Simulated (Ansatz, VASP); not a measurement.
# W2Cl3: VASP beside Ansatz

```xyz
5
Lattice="3.8435 0.0000 0.0000 -1.9217 3.3285 0.0000 0.0000 0.0000 8.7448" Properties=species:S:1:pos:R:3 pbc="T T T"
W     0.0000    2.2190    0.8883
W     1.9217    1.1095    7.8565
Cl    0.0000    0.0000    0.0000
Cl    0.0000    2.2190    6.2084
Cl    1.9217    1.1095    2.5364
```

Alike in both runs: functional PBE; k mesh 6 × 6 × 4; occupations gaussian, width 0.1 eV; collinear spin.

Ansatz relaxed the structure, and its values are those at the end. VASP's run is a single point on that final structure, the one shown.

|  | VASP | Ansatz |
| --- | --- | --- |
| version | VASP 6.6.1 | Ansatz 0.2.0 |
| potentials or method | VASP PAW PBE potentials, release 64 (W_sv, Cl), cutoff 520 eV | scalar-relativistic, plane waves, PAW |
| valence electrons in the cell | 49 | 49 |

|  | VASP | Ansatz | Ansatz less VASP |
| --- | --- | --- | --- |
| gap on the k mesh at the Fermi level (eV) | none | none | - |
| pressure (GPa) | 0.5 | 0.1 | -0.41 |
| rms of the force components (eV/Å) | 0.023 | 0.006 | -0.0171 |
| net moment per atom (μB) | 0.00 | 0.00 | 0.000 |

A gap of «none» marks a metal or a gap that the smearing closes. Ansatz's warnings: seeded moment not kept.

Neither program's run includes spin-orbit coupling.
